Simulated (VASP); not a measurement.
# Si (Im-3m) in VASP: a series of runs

Si is run at these levels: BLYP; tasks: single point.

All numbers are computed with VASP 6.6.1; they aren't measurements. Logs are shortened: lines on timing, memory, paths and dates and some standing lists are left out, and cuts for length are marked.

### 1 The cell of the first run

Symmetry: Im-3m, No. 229, cubic system. The conventional cell has a = 3.204 Å, b = 3.204 Å, c = 3.204 Å, α = 90.00°, β = 90.00°, γ = 90.00°. Si (site symmetry m-3m) has 14 Si at 2.77 to 3.20 Å within 3.7 Å.

### 2 Single point, BLYP

The input, INCAR:

```
SYSTEM = Si
AGGAC = 1.0
AGGAX = 1.0
ALDAC = 0.0
ALDAX = 1.0
ALGO = Normal
EDIFF = 1E-7
ENCUT = 520
GGA = B5
ISIF = 2
ISMEAR = -1
LASPH = .True.
LCHARG = .True.
LELF = .True.
LREAL = .False.
LVHAR = .True.
LWAVE = .False.
NBANDS = 8
NELM = 80
PREC = Accurate
SIGMA = 0.1
```

The input, KPOINTS:

```
k-points
0
Gamma
  16 16 16
  0 0 0
```

The input, POSCAR:

```
Si
1.0
   -1.6018877561      1.6018877561      1.6018877561
    1.6018877561     -1.6018877561      1.6018877561
    1.6018877561      1.6018877561     -1.6018877561
Si
1
Direct
    0.0000000000      0.0000000000      0.0000000000
```

Potentials or basis: VASP PAW PBE potentials, release 64 (Si).

Run with:

```console
cat potpaw_PBE.64/Si/POTCAR > POTCAR
mpirun -np 1 vasp_std > vasp.out
```

OUTCAR:

```text
SYSTEM = Si
   EDIFF = 1E-7
   ENCUT = 520
   GGA = B5
   ISIF = 2
   ISMEAR = -1
   LASPH = .True.
   LREAL = .False.
   NELM = 80
   PREC = Accurate

 ion  position               nearest neighbor table
   1  0.000  0.000  0.000-

  LATTYP: Found a body centered cubic cell.
 ALAT       =     3.2037755122

  Lattice vectors:

 A1 = (  -1.6018877561,   1.6018877561,   1.6018877561)
 A2 = (   1.6018877561,  -1.6018877561,   1.6018877561)
 A3 = (   1.6018877561,   1.6018877561,  -1.6018877561)

Analysis of symmetry for initial positions (statically):
=====================================================================
 Subroutine PRICEL returns:
 Original cell was already a primitive cell.

 Routine SETGRP: Setting up the symmetry group for a
 body centered cubic supercell.

 Subroutine GETGRP returns: Found 48 space group operations
 (whereof 48 operations were pure point group operations)
 out of a pool of 48 trial point group operations.

The static configuration has the point symmetry O_h .

Analysis of symmetry for dynamics (positions and initial velocities):
=====================================================================
 Subroutine PRICEL returns:
 Original cell was already a primitive cell.

 Routine SETGRP: Setting up the symmetry group for a
 body centered cubic supercell.

 Subroutine GETGRP returns: Found 48 space group operations
 (whereof 48 operations were pure point group operations)
 out of a pool of 48 trial point group operations.

The dynamic configuration has the point symmetry O_h .

 Subroutine INISYM returns: Found 48 space group operations
 (whereof 48 operations are pure point group operations),
 and found     1 'primitive' translations

----------------------------------------------------------------------------------------

                                     Primitive cell

  volume of cell :      16.4421

  direct lattice vectors                    reciprocal lattice vectors
    -1.601887756  1.601887756  1.601887756     0.000000000  0.312131732  0.312131732
     1.601887756 -1.601887756  1.601887756     0.312131732  0.000000000  0.312131732
     1.601887756  1.601887756 -1.601887756     0.312131732  0.312131732  0.000000000

  length of vectors
     2.774550982  2.774550982  2.774550982     0.441420929  0.441420929  0.441420929

  position of ions in fractional coordinates (direct lattice)
     0.000000000  0.000000000  0.000000000

  ion indices of the primitive-cell ions
   primitive index   ion index
                 1           1

----------------------------------------------------------------------------------------

 KPOINTS: k-points

Automatic generation of k-mesh.
 Grid dimensions read from file:
 generate k-points for:   16   16   16

 Generating k-lattice:

  Cartesian coordinates                     Fractional coordinates (reciprocal lattice)
     0.000000000  0.019508233  0.019508233     0.062500000  0.000000000  0.000000000
     0.019508233  0.000000000  0.019508233     0.000000000  0.062500000  0.000000000
     0.019508233  0.019508233  0.000000000     0.000000000  0.000000000  0.062500000

  Length of vectors
     0.027588808  0.027588808  0.027588808

  Shift w.r.t. Gamma in fractional coordinates (k-lattice)
     0.000000000  0.000000000  0.000000000

 Subroutine IBZKPT returns following result:
 ===========================================

 Found    145 irreducible k-points:

 Following reciprocal coordinates:
            Coordinates               Weight
  0.000000  0.000000  0.000000      1.000000
  0.062500  0.000000  0.000000     12.000000
  0.125000  0.000000  0.000000     12.000000
  0.187500  0.000000  0.000000     12.000000
  0.250000  0.000000  0.000000     12.000000
  0.312500  0.000000  0.000000     12.000000
[... 16 lines left out ...]
  0.187500  0.187500  0.000000     24.000000
  0.250000  0.187500  0.000000     48.000000
 [... further k-points ...]
   k-points           NKPTS =    145   k-points in BZ     NKDIM =    145   number of bands    NBANDS=      8
   number of dos      NEDOS =    301   number of ions     NIONS =      1
   total plane-waves  NPLWV =  13824
   dimension x,y,z NGX =    24 NGY =   24 NGZ =   24
   dimension x,y,z NGXF=    48 NGYF=   48 NGZF=   48
   ions per type =               1
   NGX,Y,Z   is equivalent  to a cutoff of  14.38, 14.38, 14.38 a.u.
   NGXF,Y,Z  is equivalent  to a cutoff of  28.76, 28.76, 28.76 a.u.
 SYSTEM =  Si
   PREC   = accura    normal or accurate (medium, high low for compatibility)
   ISTART =      0    job   : 0-new  1-cont  2-samecut
   ICHARG =      2    charge: 1-file 2-atom 10-const
   ISPIN  =      1    spin polarized calculation?
   LNONCOLLINEAR =      F non collinear calculations
   LSORBIT =      F    spin-orbit coupling
   LASPH  =      T    aspherical Exc in radial PAW
   ENCUT  =  520.0 eV  38.22 Ry    6.18 a.u.   5.16  5.16  5.16*2*pi/ulx,y,z
   NELM   =     80;   NELMIN=  2; NELMDL= -5     # of ELM steps
   EDIFF  = 0.1E-06   stopping-criterion for ELM
   LREAL  =      F    real-space projection
   EDIFFG = 0.1E-05   stopping-criterion for IOM
   NSW    =      0    number of steps for IOM
   IBRION =     -1    ionic relax: 0-MD 1-quasi-New 2-CG
   NFREE  =      0    steps in history (QN), initial steepest desc. (CG)
   ISIF   =      2    stress and relaxation
   ISYM   =      2    0-nonsym 1-usesym 2-fastsym
   POTIM  = 0.5000    time-step for ionic-motion
   TEBEG  =    0.0;   TEEND  =   0.0 temperature during run
   PSTRESS=    0.0 pullay stress
   NELECT =       4.0000    total number of electrons
   NUPDOWN=      -1.0000    fix difference up-down
   EMIN   =  10.00;   EMAX   =-10.00  energy-range for DOS
   EFERMI =   0.00;   METHOD = LEGACY
   ISMEAR =    -1;   SIGMA  =   0.10  broadening in eV -4-tet -1-fermi 0-gaus
   EFERMI_NEDOS =   21; number of points for ismear=-14 and -15
   IALGO  =     38    algorithm
   IMIX   =      4    mixing-type and parameters
     AMIX     =   0.40;   BMIX     =  1.00
     AMIX_MAG =   1.60;   BMIX_MAG =  1.00
  volume/ion in A,a.u.               =      16.44       110.96
  Fermi-wavevector in a.u.,A,eV,Ry     =   1.021981  1.931264 14.210534  1.044445
  Thomas-Fermi vector in A             =   2.155635
   LORBIT       =      0    0 simple, 1 ext, 2 COOP (PROOUT), +10 PAW based schemes
   GGA     = B5    functional components
   LHFCALC =     F    Hartree Fock is set to
   AEXX    =    0.0000 exact exchange contribution
   IVDW    =     0    specifies the selected vdW correction
   LEPSILON=     F    determine dielectric tensor
   LRPA    =     F    only Hartree local field effects (RPA)
 non-spin polarized calculation
  energy-cutoff  :      520.00
  volume of cell :       16.44
 maximum number of plane-waves:       466
 NGX is ok and might be reduce to    24
   NGX = 11   NGY = 11   NGZ = 11

 number of electron       4.0000000 magnetization

 Free energy of the ion-electron system (eV)
  ---------------------------------------------------
  ext. energy  EPLUGINS =         0.00000000
  ---------------------------------------------------
  free energy    TOTEN  =        -3.80828001 eV

  energy without entropy =       -3.78949239  energy(sigma->0) =       -3.79888620

 E-fermi :   8.8859     XC(G=0): -10.0247

 val. band max:        8.8807378658   @ k =  -0.4375   0.5000   0.2500
 cond. band min:       8.9041390026   @ k =   0.2500   0.1250   0.0000
 fundamental gap:      0.0234011368
 Fermi energy:         8.8859490257

 k-point     1 :       0.0000    0.0000    0.0000
  band No.  band energies     occupation
      1      -4.2301      2.00000
      2      18.5794      0.00000
      3      18.5794      0.00000
      4      18.5794      0.00000
      5      20.9314      0.00000
      6      20.9314      0.00000
      7      20.9314      0.00000
      8      24.6026      0.00000

 k-point     2 :       0.0625    0.0000    0.0000
  band No.  band energies     occupation
      1      -4.1204      2.00000
      2      17.5793      0.00000
      3      17.9216      0.00000
      4      18.4741      0.00000
      5      20.5980      0.00000
      6      21.3007      0.00000
      7      21.7753      0.00000
      8      23.8570      0.00000

 k-point     3 :       0.1250    0.0000    0.0000
  band No.  band energies     occupation
      1      -3.7917      2.00000
      2      15.5648      0.00000
      3      16.8591      0.00000
      4      18.1763      0.00000
      5      19.8275      0.00000
      6      21.2432      0.00000
      7      23.3935      0.00000
      8      23.4737      0.00000

 k-point     4 :       0.1875    0.0000    0.0000
  band No.  band energies     occupation
      1      -3.2453      2.00000
      2      13.2514      0.00000
      3      15.8754      0.00000
      4      17.7462      0.00000
      5      18.9484      0.00000
      6      20.4789      0.00000
      7      24.0202      0.00000
      8      24.4148      0.00000

 k-point     5 :       0.2500    0.0000    0.0000
  band No.  band energies     occupation
      1      -2.4835      2.00000
      2      10.9018      0.00000
      3      15.0491      0.00000
      4      17.2719      0.00000
      5      18.1355      0.00000
      6      19.6796      0.00000
      7      24.8136      0.00000
      8      24.8605      0.00000
[... 177 lines left out ...]
 k-point    22 :       0.4375    0.1250    0.0000
  band No.  band energies     occupation
      1       2.4884      2.00000
      2       3.5444      2.00000
      3      11.1665      0.00000
      4      14.4094      0.00000
      5      18.5402      0.00000
      6      20.9971      0.00000
      7      26.6401      0.00000
      8      26.7639      0.00000

 k-point    23 :       0.1875    0.1875    0.0000
  band No.  band energies     occupation
      1      -1.2941      2.00000
      2       9.9939      0.00003
      3      10.8927      0.00000
      4      15.1123      0.00000
      5      19.9414      0.00000
      6      21.2875      0.00000
      7      24.7346      0.00000
      8      25.9784      0.00000

 k-point    24 :       0.2500    0.1875    0.0000
  band No.  band energies     occupation
      1      -0.2230      2.00000
      2       8.1503      1.99872
      3       9.9616      0.00004
      4      14.5892      0.00000
      5      19.8742      0.00000
      6      21.6139      0.00000
      7      25.0545      0.00000
      8      26.9967      0.00000

 [... further k-points ...]
[... 5 lines left out ...]
  --------------------------------------------------------------------------------------
  -------------------------------------------------------------------------------------
  Total        0.0174519      0.0174519      0.0174519      0.0000000      0.0000000      0.0000000
  in kB        1.7005838      1.7005838      1.7005838      0.0000000      0.0000000      0.0000000
  external PRESSURE =       1.7005838 kB  Pullay stress =       0.0000000 kB

 VOLUME and BASIS-vectors are now :
 -----------------------------------------------------------------------------
  energy-cutoff  :      520.00
  volume of cell :       16.44
      direct lattice vectors                 reciprocal lattice vectors
    -1.601887756  1.601887756  1.601887756     0.000000000  0.312131732  0.312131732
     1.601887756 -1.601887756  1.601887756     0.312131732  0.000000000  0.312131732
     1.601887756  1.601887756 -1.601887756     0.312131732  0.312131732  0.000000000

 POSITION                                       TOTAL-FORCE (eV/Angst)
 -----------------------------------------------------------------------------------
      0.00000      0.00000      0.00000        -0.000000      0.000000      0.000000
 -----------------------------------------------------------------------------------
    total drift:                               -0.000000     -0.000000      0.000000

  FREE ENERGIE OF THE ION-ELECTRON SYSTEM (eV)
  ---------------------------------------------------
  free  energy   TOTEN  =        -3.8082800057 eV

  energy  without entropy=       -3.7894923914  energy(sigma->0) =       -3.79888620
```

Wall time 27 s (1 thread of Intel Xeon 8259CL, shared host); peak memory 0.14 GiB.

What came out:

```
Free energy            : -3.8083 eV
Pressure               : 0.2 GPa
Band gap on the k mesh : zero (band 2 reaches 18.58 eV, above the bottom of band 3 at 5.53 eV)
```

Caveat: the PAW data sets were made with another functional, which shifts forces and pressure a little.

### 3 Single point, BLYP (volume scaled by 1.04)

The input, INCAR:

```
PREC = Accurate
ENCUT = 520
EDIFF = 1E-7
ISMEAR = -1
SIGMA = 0.1
LREAL = F
LASPH = T
NELM = 60
ALGO = Normal
ISIF = 2
LWAVE = F
LCHARG = T
GGA = B5
ALDAX = 1.0
AGGAX = 1.0
AGGAC = 1.0
ALDAC = 0.0
LELF = T
LVHAR = T
NBANDS = 8
```

The input, KPOINTS:

```
Automatic mesh
0
Gamma
  16 16 16
```

The input, POSCAR:

```
Si
1.0
   -1.6229676440      1.6229676440      1.6229676440
    1.6229676440     -1.6229676440      1.6229676440
    1.6229676440      1.6229676440     -1.6229676440
Si
1
Direct
    0.0000000000      0.0000000000      0.0000000000
```

Potentials or basis: VASP PAW PBE potentials, release 64 (Si).

Run with:

```console
cat potpaw_PBE.64/Si/POTCAR > POTCAR
mpirun -np 1 vasp_std > vasp.out
```

Run time: 31 s. Hardware: 1 thread of Intel Xeon 8259CL, shared host; peak memory 0.14 GiB.

The run converged. Its results:

```
Free energy            : -3.8044 eV
Pressure               : -2.0 GPa
Band gap on the k mesh : zero (band 2 reaches 17.68 eV, above the bottom of band 3 at 5.23 eV)
```

Levels at points of the mesh, in eV from the Fermi level:
```
           k point  band 1  band 2  band 3  band 4  band 5  band 6
(0.00, 0.00, 0.00)  -12.79    9.26    9.26    9.26   11.89   11.89
(0.50, 0.00, 0.00)   -6.65   -5.43    4.48    7.06    7.66    9.04
(0.50, 0.50, 0.50)   -0.61   -0.45   -0.45   -0.45    3.22    3.22
```

Caveat: the PAW data sets were made with another functional, which shifts forces and pressure a little.

### 4 Single point, BLYP (volume scaled by 1.08)

Changes to INCAR since step 3:

```diff
@@ -7,3 +7,3 @@
 LASPH = T
-NELM = 60
+NELM = 100
 ALGO = Normal
```

KPOINTS is that of step 3.

The input, POSCAR:

```
Si
1.0
   -1.6435137193      1.6435137193      1.6435137193
    1.6435137193     -1.6435137193      1.6435137193
    1.6435137193      1.6435137193     -1.6435137193
Si
1
Direct
    0.0000000000      0.0000000000      0.0000000000
```

Run with:

```console
cat potpaw_PBE.64/Si/POTCAR > POTCAR
mpirun -np 1 vasp_std > vasp.out
```

It took 30 s on 1 thread of Intel Xeon 8259CL, shared host; peak memory 0.14 GiB.

It converged, with:

```yaml
Free_energy: -3.7926 eV
Pressure: -3.7 GPa
Band_gap_on_the_k_mesh: zero (band 2 reaches 16.84 eV, above the bottom of band 3 at 4.95 eV)
```

Levels at points of the mesh, in eV from the Fermi level:
| k point | band 1 | band 2 | band 3 | band 4 | band 5 | band 6 | band 7 |
| --- | --- | --- | --- | --- | --- | --- | --- |
| (0.00, 0.00, 0.00) | -12.49 | 8.86 | 8.86 | 8.86 | 11.75 | 11.75 | 11.75 |
| (0.50, 0.00, 0.00) | -6.59 | -5.22 | 4.30 | 6.82 | 7.64 | 8.84 | 18.39 |
| (0.50, 0.50, 0.50) | -0.92 | -0.43 | -0.43 | -0.43 | 3.33 | 3.33 | 22.04 |

Caveat: the PAW data sets were made with another functional, which shifts forces and pressure a little.

### 5 Overview

| cell | gap on the mesh (eV) | pressure (GPa) |
| --- | --- | --- |
| a = 2.775 Å, angles 109.5°, 1 atom | none | 0.2 |
| a = 2.811 Å, angles 109.5°, 1 atom | none | -2.0 |
| a = 2.847 Å, angles 109.5°, 1 atom | none | -3.7 |

Alike in all rows: task single point; level BLYP; potentials or basis VASP PAW PBE potentials, release 64 (Si); no spin polarisation; k mesh 16 × 16 × 16; cutoff (eV) 520; smearing fermi-dirac 0.1 eV.

Caveats: the PAW data sets were made with another functional, which shifts forces and pressure a little.

Absolute energies hang on the potentials; compare differences alone.
